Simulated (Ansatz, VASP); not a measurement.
Ga2O in VASP and in Ansatz

```xyz
3
Lattice="4.3003 0.0000 0.0000 -2.1501 3.7241 0.0000 0.0000 0.0000 2.9082" Properties=species:S:1:pos:R:3 pbc="T T T"
Ga    0.0000    2.4828    0.0000
Ga    2.1501    1.2414    0.0000
O     0.0000    0.0000    0.0000
```

Alike in both runs: task single point; functional PBE; k mesh 6 × 6 × 6; occupations gaussian, width 0.1 eV; collinear spin.

|  | VASP | Ansatz |
| --- | --- | --- |
| version | VASP 6.6.1 | Ansatz 0.2.0 |
| potentials or method | VASP PAW PBE potentials, release 64 (Ga_d, O), cutoff 520 eV | scalar-relativistic, plane waves, PAW |
| valence electrons in the cell | 32 | 32 |

Ansatz gave:

```
gap on the k mesh at the Fermi level (eV)                     : none
pressure (GPa)                                                : 0.0
traceless stress, the component that is largest in VASP (GPa) : 0.02
net moment per atom (μB)                                      : 0.00
```

Which values does VASP return?

gap on the k mesh at the Fermi level (eV): none; pressure (GPa): 0.1; traceless stress, the component that is largest in VASP (GPa): -0.16; net moment per atom (μB): 0.00.

A gap of «none» marks a metal or a gap that the smearing closes. Ansatz's warnings: seeded moment not kept.

The k mesh is coarse, so the values compare programs but aren't converged.
